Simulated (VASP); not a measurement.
# Te2Mo in VASP: single point with PBEsol

Aim: the single point of Te2Mo with PBEsol.

Everything below comes from runs of VASP 6.6.1. Logs are shortened: lines on timing, memory, paths and dates and some standing lists are left out, and cuts for length are marked.

## 1. The cell of the first run

The cell holds a slab with vacuum, 6 atoms: a = 3.560 Å, b = 3.560 Å, c = 24.811 Å, α = 90.00°, β = 90.00°, γ = 120.00°.

## 2. Single point, PBEsol

INCAR

```
SYSTEM = Te2Mo
PREC = Accurate
ENCUT = 500
EDIFF = 1E-6
ISMEAR = -1
SIGMA = 0.1
LREAL = .FALSE.
LASPH = .TRUE.
NELM = 120
ALGO = Normal
ISIF = 2
LWAVE = .FALSE.
LCHARG = .FALSE.
GGA = PS
NBANDS = 35
GGA_COMPAT = .FALSE.
```

KPOINTS

```
Automatic mesh
0
G
  8 8 1
  0 0 0
```

POSCAR

```
Te2Mo
1.0
    3.5603900000      0.0000000000      0.0000000000
   -1.7802000000      3.0833900000      0.0000000000
    0.0000000000      0.0000000000     24.8112600000
Te Mo
4 2
Direct
    0.3333333333      0.6666666667      0.0793700000
    0.6666666667      0.3333333333      0.7763600000
    0.6666666667      0.3333333333      0.9206300000
    0.3333333333      0.6666666667      0.2236400000
    0.3333333333      0.6666666667      0.8484600000
    0.6666666667      0.3333333333      0.1515400000
```

Potentials or basis: VASP PAW PBE potentials, release 64 (Te, Mo_sv).

On the command line:

```console
cat potpaw_PBE.64/Te/POTCAR potpaw_PBE.64/Mo_sv/POTCAR > POTCAR
mpirun -np 1 vasp_std > vasp.out
```

OUTCAR:

```text
SYSTEM = Te2Mo
   PREC = Accurate
   ENCUT = 500
   EDIFF = 1E-6
   ISMEAR = -1
   LREAL = .FALSE.
   LASPH = .TRUE.
   NELM = 120
   ISIF = 2
   GGA = PS

 ion  position               nearest neighbor table
   1  0.333  0.667  0.079-   6 2.73   6 2.73   6 2.73   4 3.58
   2  0.667  0.333  0.776-   5 2.72   5 2.72   5 2.72   3 3.58
   3  0.667  0.333  0.921-   5 2.73   5 2.73   5 2.73   2 3.58
   4  0.333  0.667  0.224-   6 2.72   6 2.72   6 2.72   1 3.58
   5  0.333  0.667  0.848-   2 2.72   2 2.72   2 2.72   3 2.73   3 2.73   3 2.73
   6  0.667  0.333  0.152-   4 2.72   4 2.72   4 2.72   1 2.73   1 2.73   1 2.73

  LATTYP: Found a hexagonal cell.
 ALAT       =     3.5603900000
 C/A-ratio  =     6.9686916321

  Lattice vectors:

 A1 = (   3.5603900000,   0.0000000000,   0.0000000000)
 A2 = (  -1.7802000000,   3.0833900000,   0.0000000000)
 A3 = (   0.0000000000,   0.0000000000,  24.8112600000)

Analysis of symmetry for initial positions (statically):
=====================================================================
 Subroutine PRICEL returns:
 Original cell was already a primitive cell.

 Routine SETGRP: Setting up the symmetry group for a
 hexagonal supercell.

 Subroutine GETGRP returns: Found 12 space group operations
 (whereof 12 operations were pure point group operations)
 out of a pool of 24 trial point group operations.

The static configuration has the point symmetry D_3d.

Analysis of symmetry for dynamics (positions and initial velocities):
=====================================================================
 Subroutine PRICEL returns:
 Original cell was already a primitive cell.

 Routine SETGRP: Setting up the symmetry group for a
 hexagonal supercell.

 Subroutine GETGRP returns: Found 12 space group operations
 (whereof 12 operations were pure point group operations)
 out of a pool of 24 trial point group operations.

The dynamic configuration has the point symmetry D_3d.

 Subroutine INISYM returns: Found 12 space group operations
 (whereof 12 operations are pure point group operations),
 and found     1 'primitive' translations

----------------------------------------------------------------------------------------

                                     Primitive cell

  volume of cell :     272.3798

  direct lattice vectors                    reciprocal lattice vectors
     3.560390000  0.000000000  0.000000000     0.280868107  0.162159637  0.000000000
    -1.780200000  3.083390000  0.000000000     0.000000000  0.324318364  0.000000000
     0.000000000  0.000000000 24.811260000     0.000000000  0.000000000  0.040304281

  length of vectors
     3.560390000  3.560394070 24.811260000     0.324318735  0.324318364  0.040304281

  position of ions in fractional coordinates (direct lattice)
     0.333333333  0.666666667  0.079370000
     0.666666667  0.333333333  0.776360000
     0.666666667  0.333333333  0.920630000
     0.333333333  0.666666667  0.223640000
     0.333333333  0.666666667  0.848460000
     0.666666667  0.333333333  0.151540000

  ion indices of the primitive-cell ions
   primitive index   ion index
                 1           1
                 2           2
                 3           3
                 4           4
                 5           5
                 6           6

----------------------------------------------------------------------------------------

 KPOINTS: Automatic mesh

Automatic generation of k-mesh.
 Grid dimensions read from file:
 generate k-points for:    8    8    1

 Generating k-lattice:

  Cartesian coordinates                     Fractional coordinates (reciprocal lattice)
     0.035108513  0.020269955  0.000000000     0.125000000  0.000000000  0.000000000
     0.000000000  0.040539795  0.000000000     0.000000000  0.125000000  0.000000000
     0.000000000  0.000000000  0.040304281     0.000000000  0.000000000  1.000000000

  Length of vectors
     0.040539842  0.040539795  0.040304281

  Shift w.r.t. Gamma in fractional coordinates (k-lattice)
     0.000000000  0.000000000  0.000000000

 Subroutine IBZKPT returns following result:
 ===========================================

 Found     10 irreducible k-points:

 Following reciprocal coordinates:
            Coordinates               Weight
  0.000000  0.000000  0.000000      1.000000
  0.125000  0.000000  0.000000      6.000000
  0.250000  0.000000  0.000000      6.000000
  0.375000  0.000000  0.000000      6.000000
  0.500000  0.000000  0.000000      3.000000
  0.125000  0.125000  0.000000      6.000000
  0.250000  0.125000  0.000000     12.000000
  0.375000  0.125000  0.000000     12.000000
  0.250000  0.250000  0.000000      6.000000
  0.375000  0.250000  0.000000      6.000000
   k-points           NKPTS =     10   k-points in BZ     NKDIM =     10   number of bands    NBANDS=     35
   number of dos      NEDOS =    301   number of ions     NIONS =      6
   total plane-waves  NPLWV = 150528
   dimension x,y,z NGX =    28 NGY =   28 NGZ =  192
   dimension x,y,z NGXF=    56 NGYF=   56 NGZF=  384
   ions per type =               4   2
   NGX,Y,Z   is equivalent  to a cutoff of  13.07, 13.07, 12.86 a.u.
   NGXF,Y,Z  is equivalent  to a cutoff of  26.15, 26.15, 25.73 a.u.
 SYSTEM =  Te2Mo
   PREC   = accura    normal or accurate (medium, high low for compatibility)
   ISTART =      0    job   : 0-new  1-cont  2-samecut
   ICHARG =      2    charge: 1-file 2-atom 10-const
   ISPIN  =      1    spin polarized calculation?
   LNONCOLLINEAR =      F non collinear calculations
   LSORBIT =      F    spin-orbit coupling
   LASPH  =      T    aspherical Exc in radial PAW
   ENCUT  =  500.0 eV  36.75 Ry    6.06 a.u.   6.49  6.49 45.24*2*pi/ulx,y,z
   NELM   =    120;   NELMIN=  2; NELMDL= -5     # of ELM steps
   EDIFF  = 0.1E-05   stopping-criterion for ELM
   LREAL  =      F    real-space projection
   EDIFFG = 0.1E-04   stopping-criterion for IOM
   NSW    =      0    number of steps for IOM
   IBRION =     -1    ionic relax: 0-MD 1-quasi-New 2-CG
   NFREE  =      0    steps in history (QN), initial steepest desc. (CG)
   ISIF   =      2    stress and relaxation
   ISYM   =      2    0-nonsym 1-usesym 2-fastsym
   POTIM  = 0.5000    time-step for ionic-motion
   TEBEG  =    0.0;   TEEND  =   0.0 temperature during run
   PSTRESS=    0.0 pullay stress
   NELECT =      52.0000    total number of electrons
   NUPDOWN=      -1.0000    fix difference up-down
   EMIN   =  10.00;   EMAX   =-10.00  energy-range for DOS
   EFERMI =   0.00;   METHOD = LEGACY
   ISMEAR =    -1;   SIGMA  =   0.10  broadening in eV -4-tet -1-fermi 0-gaus
   EFERMI_NEDOS =   21; number of points for ismear=-14 and -15
   IALGO  =     38    algorithm
   IMIX   =      4    mixing-type and parameters
     AMIX     =   0.40;   BMIX     =  1.00
     AMIX_MAG =   1.60;   BMIX_MAG =  1.00
  volume/ion in A,a.u.               =      45.40       306.35
  Fermi-wavevector in a.u.,A,eV,Ry     =   0.942651  1.781352 12.090017  0.888591
  Thomas-Fermi vector in A             =   2.070281
   LORBIT       =      0    0 simple, 1 ext, 2 COOP (PROOUT), +10 PAW based schemes
   GGA     = PS    functional components
   LHFCALC =     F    Hartree Fock is set to
   AEXX    =    0.0000 exact exchange contribution
   IVDW    =     0    specifies the selected vdW correction
   LEPSILON=     F    determine dielectric tensor
   LRPA    =     F    only Hartree local field effects (RPA)
 non-spin polarized calculation
  energy-cutoff  :      500.00
  volume of cell :      272.38
 maximum number of plane-waves:      7003
 NGX is ok and might be reduce to    28
   NGX = 13   NGY = 13   NGZ = 91

 number of electron      51.9999993 magnetization

 Free energy of the ion-electron system (eV)
  ---------------------------------------------------
  ext. energy  EPLUGINS =         0.00000000
  ---------------------------------------------------
  free energy    TOTEN  =       -39.22796844 eV

  energy without entropy =      -39.22582459  energy(sigma->0) =      -39.22689651

 E-fermi :   2.5856     XC(G=0):  -6.3792

 val. band max:        1.9871603619   @ k =   0.3750   0.2500   0.0000
 cond. band min:       3.2155719210   @ k =   0.3750   0.2500   0.0000
 fundamental gap:      1.2284115591
 Fermi energy:         2.5855679734

 k-point     1 :       0.0000    0.0000    0.0000
  band No.  band energies     occupation
      1     -58.5201      2.00000
      2     -58.5201      2.00000
      3     -32.6928      2.00000
      4     -32.6928      2.00000
      5     -32.5937      2.00000
      6     -32.5937      2.00000
[... 27 lines left out ...]
     34       5.4462      0.00000
     35       6.4466      0.00000

 k-point     2 :       0.1250    0.0000    0.0000
  band No.  band energies     occupation
      1     -58.5189      2.00000
      2     -58.5189      2.00000
      3     -32.6890      2.00000
      4     -32.6890      2.00000
      5     -32.6108      2.00000
      6     -32.6108      2.00000
[... 27 lines left out ...]
     34       5.3295      0.00000
     35       6.7442      0.00000

 k-point     3 :       0.2500    0.0000    0.0000
  band No.  band energies     occupation
      1     -58.5159      2.00000
      2     -58.5159      2.00000
      3     -32.6799      2.00000
      4     -32.6799      2.00000
      5     -32.6518      2.00000
      6     -32.6518      2.00000
[... 27 lines left out ...]
     34       5.6328      0.00000
     35       7.3766      0.00000
[... 191 lines left out ...]
 k-point     9 :       0.2500    0.2500    0.0000
  band No.  band energies     occupation
      1     -58.5117      2.00000
      2     -58.5117      2.00000
      3     -32.6881      2.00000
      4     -32.6881      2.00000
      5     -32.6670      2.00000
      6     -32.6670      2.00000
[... 27 lines left out ...]
     34       5.9738      0.00000
     35       7.3870      0.00000

 k-point    10 :       0.3750    0.2500    0.0000
  band No.  band energies     occupation
      1     -58.5109      2.00000
      2     -58.5109      2.00000
      3     -32.6898      2.00000
      4     -32.6898      2.00000
      5     -32.6643      2.00000
      6     -32.6643      2.00000
[... 27 lines left out ...]
     34       6.0544      0.00000
     35       6.7448      0.00000

------------------------ aborting loop because EDIFF is reached ----------------------------------------

  FORCE on cell =-STRESS in cart. coord.  units (eV):
  Direction    XX          YY          ZZ          XY          YZ          ZX
  --------------------------------------------------------------------------------------
  -------------------------------------------------------------------------------------
  Total       -3.1224127     -3.1224164     -1.2846923      0.0000051      0.0000000      0.0000000
  in kB      -18.3664845    -18.3665061     -7.5567466      0.0000298      0.0000000      0.0000000
  external PRESSURE =     -14.7632458 kB  Pullay stress =       0.0000000 kB

 VOLUME and BASIS-vectors are now :
 -----------------------------------------------------------------------------
  energy-cutoff  :      500.00
  volume of cell :      272.38
      direct lattice vectors                 reciprocal lattice vectors
     3.560390000  0.000000000  0.000000000     0.280868107  0.162159637  0.000000000
    -1.780200000  3.083390000  0.000000000     0.000000000  0.324318364  0.000000000
     0.000000000  0.000000000 24.811260000     0.000000000  0.000000000  0.040304281

 POSITION                                       TOTAL-FORCE (eV/Angst)
 -----------------------------------------------------------------------------------
     -0.00000      2.05559      1.96927        -0.000000      0.000000      0.073510
      1.78019      1.02780     19.26247         0.000000      0.000000      0.136724
      1.78019      1.02780     22.84199        -0.000000     -0.000000     -0.073510
     -0.00000      2.05559      5.54879        -0.000000      0.000000     -0.136724
     -0.00000      2.05559     21.05136        -0.000000     -0.000000      0.005366
      1.78019      1.02780      3.75990         0.000000      0.000000     -0.005366
 -----------------------------------------------------------------------------------
    total drift:                                0.000000     -0.000000      0.000000

  FREE ENERGIE OF THE ION-ELECTRON SYSTEM (eV)
  ---------------------------------------------------
  free  energy   TOTEN  =       -39.2279684373 eV

  energy  without entropy=      -39.2258245903  energy(sigma->0) =      -39.22689651
```

Wall time 3.1 min (1 thread of Intel Xeon 8259CL, shared host); peak memory 0.39 GiB.

Results:

* Free energy: -39.2280 eV
* Largest force: 0.137 eV/Å
* Band gap on the k mesh: 1.23 eV

Forces on the atoms (eV/Å):
```
Te   0.000  0.000  0.074
Te   0.000  0.000  0.137
Te   0.000  0.000 -0.074
Te   0.000  0.000 -0.137
Mo   0.000  0.000  0.005
Mo   0.000  0.000 -0.005
```

Caveat: there is no dipole correction, which matters where the two faces differ; the PAW data sets were made with another functional, which shifts forces and pressure a little; spin-orbit coupling is left out, which moves the levels of the heavy elements.
